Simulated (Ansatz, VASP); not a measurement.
BH3C18 in VASP and in Ansatz

```
CELL_PARAMETERS angstrom
7.39800 0.00000 0.00000
-3.69900 6.40686 0.00000
0.00000 0.00000 13.00000
ATOMIC_POSITIONS crystal
C 0.00018 0.99664 0.06954
C 0.22305 0.10853 0.06749
C 0.99989 0.33275 0.06962
C 0.22327 0.44379 0.06764
C 0.00127 0.66554 0.06631
C 0.22198 0.77585 0.06676
C 0.33251 0.99799 0.06667
C 0.55628 0.11015 0.06724
C 0.33426 0.33203 0.06732
C 0.55535 0.44253 0.06669
C 0.33279 0.66404 0.06683
C 0.55608 0.77521 0.06734
C 0.66644 0.99813 0.06960
C 0.88865 0.10917 0.07538
C 0.66633 0.33061 0.06695
C 0.88984 0.44225 0.06710
C 0.66605 0.66498 0.06701
C 0.89006 0.77689 0.06711
B 0.87911 0.10491 0.24601
H 0.78207 0.91770 0.25602
H 0.06600 0.19493 0.25749
H 0.78875 0.20177 0.25596
```

Alike in both runs: functional PBEsol; k mesh 2 × 2 × 1; occupations gaussian, width 0.02 eV; no spin polarisation.

Ansatz relaxed the structure, and its values are those at the end. VASP's run is a single point on that final structure, the one shown.

```csv
,VASP,Ansatz
version,VASP 6.6.1,Ansatz 0.2.0
potentials or method,"VASP PAW PBE potentials, release 64 (C, B, H), cutoff 520 eV","scalar-relativistic, plane waves, PAW"
valence electrons in the cell,78,78
```

```tsv
	VASP	Ansatz	Ansatz less VASP
rms of the force components (eV/Å)	0.007	0.004	-0.0035
```

VASP's potentials were made for PBE, not for PBEsol, and Ansatz warns of the same on its side. Ansatz's warnings: xc potential rough in thin density.

The k mesh is coarse, so the values compare programs but aren't converged.
